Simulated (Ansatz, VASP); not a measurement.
## One calculation of GaN, two programs

```
Ga N
1.0
     0.00000    1.99250    2.05227
     1.99250    0.00000    2.05227
     1.99250    1.99250    0.00000
Ga N
1 1
Direct
  0.50000 0.50000 0.50000
  0.00000 0.00000 0.00000
```

Change from the starting cell: zz strain of +3 %.

Alike in both runs: task single point; functional PBE; k mesh 13 × 13 × 13; occupations fermi-dirac, width 0.02 eV; no spin polarisation.

|  | VASP | Ansatz |
| --- | --- | --- |
| version | VASP 6.6.1 | Ansatz 0.2.0 |
| potentials or method | VASP PAW PBE potentials, release 64 (Ga_d, N), cutoff 520 eV | all-electron LAPW, scalar-relativistic |

Ansatz gave:

```
gap on the k mesh at the Fermi level (eV)                     : 1.53
pressure (GPa)                                                : 55.9
traceless stress, the component that is largest in VASP (GPa) : -8.77
```

Question: Which values does VASP return?

Answer: gap on the k mesh at the Fermi level (eV): 1.51; pressure (GPa): 57.0; traceless stress, the component that is largest in VASP (GPa): -8.73.

Both programs put the cell under a high pressure, so it lies far from rest at this level. Ansatz ran all-electron here, and VASP with PAW potentials.
